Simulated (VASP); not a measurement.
# Hf (Im-3m) in VASP: settings compared

Hf is run at these levels: PBEsol, PBE; tasks: electric field gradients.

Everything below comes from runs of VASP 6.6.1. Logs are shortened: lines on timing, memory, paths and dates and some standing lists are left out, and cuts for length are marked.

**1. The cell of the first run**

The structure is cubic, space group Im-3m (No. 229). The conventional cell has a = 3.535 Å, b = 3.535 Å, c = 3.535 Å, α = 90.00°, β = 90.00°, γ = 90.00°. Hf (site symmetry m-3m) has 14 Hf at 3.06 to 3.53 Å within 4.0 Å.

**2. Electric field gradients, PBEsol**

The input, INCAR:

```
SYSTEM = Hf
PREC = Accurate ; ENCUT = 520
EDIFF = 1E-8 ; ISMEAR = -1
SIGMA = 0.05 ; LREAL = .FALSE.
LASPH = .TRUE. ; NELM = 60
ALGO = Normal ; ISIF = 2
LWAVE = .FALSE. ; LCHARG = .FALSE.
GGA = PS ; LEFG = .TRUE.
NBANDS = 11
```

The input, KPOINTS:

```
regular mesh
0
G
  14 14 14
  0 0 0
```

The input, POSCAR:

```
Hf
1.0
   -1.7674920948      1.7674920948      1.7674920948
    1.7674920948     -1.7674920948      1.7674920948
    1.7674920948      1.7674920948     -1.7674920948
Hf
1
Direct
    0.0000000000      0.0000000000      0.0000000000
```

Potentials or basis: VASP PAW PBE potentials, release 64 (Hf_pv).

Started as:

```bash
cat potpaw_PBE.64/Hf_pv/POTCAR > POTCAR
mpirun -np 1 vasp_std > vasp.out
```

OUTCAR:

```text
SYSTEM = Hf
   PREC = Accurate
   ENCUT = 520
   EDIFF = 1E-8
   ISMEAR = -1
   LREAL = .FALSE.
   LASPH = .TRUE.
   NELM = 60
   ISIF = 2
   GGA = PS

 ion  position               nearest neighbor table
   1  0.000  0.000  0.000-

  LATTYP: Found a body centered cubic cell.
 ALAT       =     3.5349841896

  Lattice vectors:

 A1 = (  -1.7674920948,   1.7674920948,   1.7674920948)
 A2 = (   1.7674920948,  -1.7674920948,   1.7674920948)
 A3 = (   1.7674920948,   1.7674920948,  -1.7674920948)

Analysis of symmetry for initial positions (statically):
=====================================================================
 Subroutine PRICEL returns:
 Original cell was already a primitive cell.

 Routine SETGRP: Setting up the symmetry group for a
 body centered cubic supercell.

 Subroutine GETGRP returns: Found 48 space group operations
 (whereof 48 operations were pure point group operations)
 out of a pool of 48 trial point group operations.

The static configuration has the point symmetry O_h .

Analysis of symmetry for dynamics (positions and initial velocities):
=====================================================================
 Subroutine PRICEL returns:
 Original cell was already a primitive cell.

 Routine SETGRP: Setting up the symmetry group for a
 body centered cubic supercell.

 Subroutine GETGRP returns: Found 48 space group operations
 (whereof 48 operations were pure point group operations)
 out of a pool of 48 trial point group operations.

The dynamic configuration has the point symmetry O_h .

 Subroutine INISYM returns: Found 48 space group operations
 (whereof 48 operations are pure point group operations),
 and found     1 'primitive' translations

----------------------------------------------------------------------------------------

                                     Primitive cell

  volume of cell :      22.0868

  direct lattice vectors                    reciprocal lattice vectors
    -1.767492095  1.767492095  1.767492095     0.000000000  0.282886697  0.282886697
     1.767492095 -1.767492095  1.767492095     0.282886697  0.000000000  0.282886697
     1.767492095  1.767492095 -1.767492095     0.282886697  0.282886697  0.000000000

  length of vectors
     3.061386110  3.061386110  3.061386110     0.400062203  0.400062203  0.400062203

  position of ions in fractional coordinates (direct lattice)
     0.000000000  0.000000000  0.000000000

  ion indices of the primitive-cell ions
   primitive index   ion index
                 1           1

----------------------------------------------------------------------------------------

 KPOINTS: regular mesh

Automatic generation of k-mesh.
 Grid dimensions read from file:
 generate k-points for:   14   14   14

 Generating k-lattice:

  Cartesian coordinates                     Fractional coordinates (reciprocal lattice)
     0.000000000  0.020206193  0.020206193     0.071428571  0.000000000  0.000000000
     0.020206193  0.000000000  0.020206193     0.000000000  0.071428571  0.000000000
     0.020206193  0.020206193  0.000000000     0.000000000  0.000000000  0.071428571

  Length of vectors
     0.028575872  0.028575872  0.028575872

  Shift w.r.t. Gamma in fractional coordinates (k-lattice)
     0.000000000  0.000000000  0.000000000

 Subroutine IBZKPT returns following result:
 ===========================================

 Found    104 irreducible k-points:

 Following reciprocal coordinates:
            Coordinates               Weight
  0.000000  0.000000  0.000000      1.000000
  0.071429  0.000000  0.000000     12.000000
  0.142857  0.000000  0.000000     12.000000
  0.214286  0.000000  0.000000     12.000000
  0.285714  0.000000  0.000000     12.000000
  0.357143  0.000000  0.000000     12.000000
[... 16 lines left out ...]
  0.285714  0.285714  0.000000     24.000000
  0.357143  0.285714  0.000000     24.000000
 [... further k-points ...]
   k-points           NKPTS =    104   k-points in BZ     NKDIM =    104   number of bands    NBANDS=     11
   number of dos      NEDOS =    301   number of ions     NIONS =      1
   total plane-waves  NPLWV =  13824
   dimension x,y,z NGX =    24 NGY =   24 NGZ =   24
   dimension x,y,z NGXF=    48 NGYF=   48 NGZF=   48
   ions per type =               1
   NGX,Y,Z   is equivalent  to a cutoff of  13.03, 13.03, 13.03 a.u.
   NGXF,Y,Z  is equivalent  to a cutoff of  26.07, 26.07, 26.07 a.u.
 SYSTEM =  Hf
   PREC   = accura    normal or accurate (medium, high low for compatibility)
   ISTART =      0    job   : 0-new  1-cont  2-samecut
   ICHARG =      2    charge: 1-file 2-atom 10-const
   ISPIN  =      1    spin polarized calculation?
   LNONCOLLINEAR =      F non collinear calculations
   LSORBIT =      F    spin-orbit coupling
   LASPH  =      T    aspherical Exc in radial PAW
   ENCUT  =  520.0 eV  38.22 Ry    6.18 a.u.   5.69  5.69  5.69*2*pi/ulx,y,z
   NELM   =     60;   NELMIN=  2; NELMDL= -5     # of ELM steps
   EDIFF  = 0.1E-07   stopping-criterion for ELM
   LREAL  =      F    real-space projection
   EDIFFG = 0.1E-06   stopping-criterion for IOM
   NSW    =      0    number of steps for IOM
   IBRION =     -1    ionic relax: 0-MD 1-quasi-New 2-CG
   NFREE  =      0    steps in history (QN), initial steepest desc. (CG)
   ISIF   =      2    stress and relaxation
   ISYM   =      2    0-nonsym 1-usesym 2-fastsym
   POTIM  = 0.5000    time-step for ionic-motion
   TEBEG  =    0.0;   TEEND  =   0.0 temperature during run
   PSTRESS=    0.0 pullay stress
   NELECT =      10.0000    total number of electrons
   NUPDOWN=      -1.0000    fix difference up-down
   EMIN   =  10.00;   EMAX   =-10.00  energy-range for DOS
   EFERMI =   0.00;   METHOD = LEGACY
   ISMEAR =    -1;   SIGMA  =   0.05  broadening in eV -4-tet -1-fermi 0-gaus
   EFERMI_NEDOS =   21; number of points for ismear=-14 and -15
   IALGO  =     38    algorithm
   IMIX   =      4    mixing-type and parameters
     AMIX     =   0.40;   BMIX     =  1.00
     AMIX_MAG =   1.60;   BMIX_MAG =  1.00
  volume/ion in A,a.u.               =      22.09       149.05
  Fermi-wavevector in a.u.,A,eV,Ry     =   1.257083  2.375543 21.500718  1.580258
  Thomas-Fermi vector in A             =   2.390760
   LORBIT       =      0    0 simple, 1 ext, 2 COOP (PROOUT), +10 PAW based schemes
   GGA     = PS    functional components
   LHFCALC =     F    Hartree Fock is set to
   AEXX    =    0.0000 exact exchange contribution
   IVDW    =     0    specifies the selected vdW correction
   LEPSILON=     F    determine dielectric tensor
   LRPA    =     F    only Hartree local field effects (RPA)
 non-spin polarized calculation
  energy-cutoff  :      520.00
  volume of cell :       22.09
 maximum number of plane-waves:       610
   NGX = 11   NGY = 11   NGZ = 11

 number of electron      10.0000000 magnetization

 Free energy of the ion-electron system (eV)
  ---------------------------------------------------
  ext. energy  EPLUGINS =         0.00000000
  ---------------------------------------------------
  free energy    TOTEN  =       -10.33074787 eV

  energy without entropy =      -10.31452307  energy(sigma->0) =      -10.32263547

 E-fermi :   4.4806     XC(G=0): -11.4492

 val. band max:        4.4645103438   @ k =  -0.3571   0.3571   0.0714
 cond. band min:       4.5003601109   @ k =   0.1429   0.1429   0.0714
 fundamental gap:      0.0358497671
 Fermi energy:         4.4805616782

 k-point     1 :       0.0000    0.0000    0.0000
  band No.  band energies     occupation
      1     -25.2279      2.00000
      2     -25.2279      2.00000
      3     -25.2279      2.00000
      4      -2.5829      2.00000
      5       6.0223      0.00000
      6       6.0223      0.00000
      7       6.0223      0.00000
      8       8.8539      0.00000
      9       8.8539      0.00000
     10      17.8425      0.00000
     11      17.8840      0.00000

 k-point     2 :       0.0714    0.0000    0.0000
  band No.  band energies     occupation
      1     -25.2737      2.00000
      2     -25.2421      2.00000
      3     -25.2281      2.00000
      4      -2.3909      2.00000
      5       5.8871      0.00000
      6       5.9694      0.00000
      7       6.2116      0.00000
      8       8.6371      0.00000
      9       8.8515      0.00000
     10      17.7965      0.00000
     11      18.0678      0.00000

 k-point     3 :       0.1429    0.0000    0.0000
  band No.  band energies     occupation
      1     -25.4000      2.00000
      2     -25.2817      2.00000
      3     -25.2287      2.00000
      4      -1.8421      2.00000
      5       5.5356      0.00000
      6       5.7329      0.00000
      7       6.7712      0.00000
      8       8.3002      0.00000
      9       8.8645      0.00000
     10      17.7947      0.00000
     11      18.4546      0.00000

 k-point     4 :       0.2143    0.0000    0.0000
  band No.  band energies     occupation
      1     -25.5776      2.00000
      2     -25.3383      2.00000
      3     -25.2295      2.00000
      4      -1.0233      2.00000
      5       5.0842      0.00001
      6       5.2784      0.00000
      7       7.6749      0.00000
      8       8.2528      0.00000
      9       8.9362      0.00000
     10      17.7900      0.00000
     11      18.4062      0.00000

 k-point     5 :       0.2857    0.0000    0.0000
  band No.  band energies     occupation
      1     -25.7685      2.00000
      2     -25.4004      2.00000
      3     -25.2305      2.00000
      4      -0.1057      2.00000
      5       4.6416      0.07675
      6       4.8767      0.00073
      7       8.4630      0.00000
      8       8.8718      0.00000
      9       9.0981      0.00000
     10      17.4741      0.00000
     11      17.7516      0.00000
[... 211 lines left out ...]
 k-point    21 :       0.2857    0.2143    0.0000
  band No.  band energies     occupation
      1     -25.9433      2.00000
      2     -25.5833      2.00000
      3     -25.3147      2.00000
      4       1.9339      2.00000
      5       3.8735      1.99999
      6       4.5066      0.74524
      7       8.4862      0.00000
      8       9.5484      0.00000
      9      12.2705      0.00000
     10      14.3514      0.00000
     11      17.6653      0.00000

 k-point    22 :       0.3571    0.2143    0.0000
  band No.  band energies     occupation
      1     -25.9666      2.00000
      2     -25.6396      2.00000
      3     -25.3195      2.00000
      4       2.2051      2.00000
      5       3.9352      1.99996
      6       4.5719      0.27746
      7       8.5985      0.00000
      8       9.7058      0.00000
      9      13.0965      0.00000
     10      13.4494      0.00000
     11      16.7970      0.00000

 k-point    23 :       0.2857    0.2857    0.0000
  band No.  band energies     occupation
      1     -25.9196      2.00000
      2     -25.6907      2.00000
      3     -25.3304      2.00000
      4       2.5704      2.00000
      5       3.7609      2.00000
      6       4.3679      1.80975
      7       8.8248      0.00000
      8       9.4492      0.00000
      9      12.8472      0.00000
     10      13.7228      0.00000
     11      16.8828      0.00000

 k-point    24 :       0.3571    0.2857    0.0000
  band No.  band energies     occupation
      1     -25.8865      2.00000
      2     -25.7548      2.00000
      3     -25.3349      2.00000
      4       2.7932      2.00000
      5       3.8790      1.99999
      6       4.1798      1.99513
      7       9.0058      0.00000
      8       9.5182      0.00000
      9      12.1194      0.00000
     10      14.6437      0.00000
     11      16.0738      0.00000

 [... further k-points ...]
[... 5 lines left out ...]
  --------------------------------------------------------------------------------------
  -------------------------------------------------------------------------------------
  Total       -0.5640305     -0.5640305     -0.5640305     -0.0000000     -0.0000000     -0.0000000
  in kB      -40.9148282    -40.9148282    -40.9148282     -0.0000000     -0.0000000     -0.0000000
  external PRESSURE =     -40.9148282 kB  Pullay stress =       0.0000000 kB

 VOLUME and BASIS-vectors are now :
 -----------------------------------------------------------------------------
  energy-cutoff  :      520.00
  volume of cell :       22.09
      direct lattice vectors                 reciprocal lattice vectors
    -1.767492095  1.767492095  1.767492095     0.000000000  0.282886697  0.282886697
     1.767492095 -1.767492095  1.767492095     0.282886697  0.000000000  0.282886697
     1.767492095  1.767492095 -1.767492095     0.282886697  0.282886697  0.000000000

 POSITION                                       TOTAL-FORCE (eV/Angst)
 -----------------------------------------------------------------------------------
      0.00000      0.00000      0.00000         0.000000     -0.000000      0.000000
 -----------------------------------------------------------------------------------
    total drift:                               -0.000000      0.000000      0.000000

  FREE ENERGIE OF THE ION-ELECTRON SYSTEM (eV)
  ---------------------------------------------------
  free  energy   TOTEN  =       -10.3307478707 eV

  energy  without entropy=      -10.3145230720  energy(sigma->0) =      -10.32263547

 Electric field gradients (V/A^2)
---------------------------------------------------------------------
 ion       V_xx      V_yy      V_zz      V_xy      V_xz      V_yz
---------------------------------------------------------------------
   1       0.000    -0.000    -0.000    -0.000    -0.000    -0.000
---------------------------------------------------------------------

 Electric field gradients after diagonalization (V/A^2)
 (convention: |V_zz| > |V_xx| > |V_yy|)
----------------------------------------------------------------------
 ion       V_xx      V_yy      V_zz     asymmetry (V_yy - V_xx)/ V_zz
----------------------------------------------------------------------
   1       0.000     0.000    -0.001       0.000
----------------------------------------------------------------------

           NMR quadrupolar parameters

 Cq : quadrupolar parameter    Cq=e*Q*V_zz/h
 eta: asymmetry parameters     (V_yy - V_xx)/ V_zz
 Q  : nuclear electric quadrupole moment in mb (millibarn)
----------------------------------------------------------------------
 ion       Cq(MHz)       eta       Q (mb)
----------------------------------------------------------------------
   1      -0.000       0.000       1.000
----------------------------------------------------------------------
```

Run time: 8.5 s. Hardware: 1 thread of Intel Xeon 6975P-C (Granite Rapids), shared host; peak memory 0.15 GiB.

What came out:

| Item | Value |
| --- | --- |
| Free energy | -10.3307 eV |
| Pressure | -4.1 GPa |
| Band gap on the k mesh | zero (band 5 reaches 6.02 eV, above the bottom of band 6 at 3.74 eV) |

Levels at points of the mesh, in eV from the Fermi level:
```
           k point  band 3  band 4  band 5  band 6  band 7  band 8
(0.00, 0.00, 0.00)  -29.71   -7.06    1.54    1.54    1.54    4.37
(0.50, 0.00, 0.00)  -29.71   -3.40   -0.51    1.16    4.20    5.22
(0.50, 0.50, 0.50)  -30.31   -2.60   -2.60    6.90    6.90    6.90
```

Caveat: without QUAD_EFG the Cq values of the log hold for a quadrupole moment of 1 mb, not for the nuclei; the PAW data sets were made with another functional, which shifts forces and pressure a little; spin-orbit coupling is left out, which moves the levels of the heavy elements.

**3. Electric field gradients, PBE**

The input, INCAR:

```
SYSTEM = Hf
PREC = Accurate ; ENCUT = 520
EDIFF = 1E-8 ; ISMEAR = -1
SIGMA = 0.05 ; LREAL = .False.
LASPH = .True. ; NELM = 60
ALGO = Normal ; ISIF = 2
LWAVE = .False. ; LCHARG = .False.
GGA = PE ; LEFG = .True.
NBANDS = 11
```

The input, KPOINTS:

```
regular mesh
0
Gamma
  14 14 14
  0 0 0
```

POSCAR is that of step 2.

Potentials or basis: VASP PAW PBE potentials, release 64 (Hf_pv).

Started as:

```bash
cat potpaw_PBE.64/Hf_pv/POTCAR > POTCAR
mpirun -np 1 vasp_std > vasp.out
```

OUTCAR:

```text
SYSTEM = Hf
   PREC = Accurate
   ENCUT = 520
   EDIFF = 1E-8
   ISMEAR = -1
   LREAL = .False.
   LASPH = .True.
   NELM = 60
   ISIF = 2
   GGA = PE

 ion  position               nearest neighbor table
   1  0.000  0.000  0.000-

  LATTYP: Found a body centered cubic cell.
 ALAT       =     3.5349841896

  Lattice vectors:

 A1 = (  -1.7674920948,   1.7674920948,   1.7674920948)
 A2 = (   1.7674920948,  -1.7674920948,   1.7674920948)
 A3 = (   1.7674920948,   1.7674920948,  -1.7674920948)

Analysis of symmetry for initial positions (statically):
=====================================================================
 Subroutine PRICEL returns:
 Original cell was already a primitive cell.

 Routine SETGRP: Setting up the symmetry group for a
 body centered cubic supercell.

 Subroutine GETGRP returns: Found 48 space group operations
 (whereof 48 operations were pure point group operations)
[... 515 lines left out ...]

 VOLUME and BASIS-vectors are now :
 -----------------------------------------------------------------------------
  energy-cutoff  :      520.00
  volume of cell :       22.09
      direct lattice vectors                 reciprocal lattice vectors
    -1.767492095  1.767492095  1.767492095     0.000000000  0.282886697  0.282886697
     1.767492095 -1.767492095  1.767492095     0.282886697  0.000000000  0.282886697
     1.767492095  1.767492095 -1.767492095     0.282886697  0.282886697  0.000000000

 POSITION                                       TOTAL-FORCE (eV/Angst)
 -----------------------------------------------------------------------------------
      0.00000      0.00000      0.00000         0.000000      0.000000     -0.000000
 -----------------------------------------------------------------------------------
    total drift:                               -0.000000      0.000000     -0.000000

  FREE ENERGIE OF THE ION-ELECTRON SYSTEM (eV)
  ---------------------------------------------------
  free  energy   TOTEN  =        -9.7510192169 eV

  energy  without entropy=       -9.7346649347  energy(sigma->0) =       -9.74284208

 Electric field gradients (V/A^2)
---------------------------------------------------------------------
 ion       V_xx      V_yy      V_zz      V_xy      V_xz      V_yz
---------------------------------------------------------------------
   1       0.000    -0.000    -0.000    -0.000    -0.000    -0.000
---------------------------------------------------------------------

 Electric field gradients after diagonalization (V/A^2)
 (convention: |V_zz| > |V_xx| > |V_yy|)
----------------------------------------------------------------------
 ion       V_xx      V_yy      V_zz     asymmetry (V_yy - V_xx)/ V_zz
----------------------------------------------------------------------
   1       0.000     0.000    -0.001       0.000
----------------------------------------------------------------------

           NMR quadrupolar parameters

 Cq : quadrupolar parameter    Cq=e*Q*V_zz/h
 eta: asymmetry parameters     (V_yy - V_xx)/ V_zz
 Q  : nuclear electric quadrupole moment in mb (millibarn)
----------------------------------------------------------------------
 ion       Cq(MHz)       eta       Q (mb)
----------------------------------------------------------------------
   1      -0.000       0.000       1.000
----------------------------------------------------------------------
```

It took 10 s on 1 thread of Intel Xeon 6975P-C (Granite Rapids), shared host; peak memory 0.15 GiB.

What came out:

```yaml
Free_energy: -9.7510 eV
Pressure: 0.6 GPa
Band_gap_on_the_k_mesh: zero (band 5 reaches 6.20 eV, above the bottom of band 6 at 3.90 eV)
```

Caveat: without QUAD_EFG the Cq values of the log hold for a quadrupole moment of 1 mb, not for the nuclei; spin-orbit coupling is left out, which moves the levels of the heavy elements.
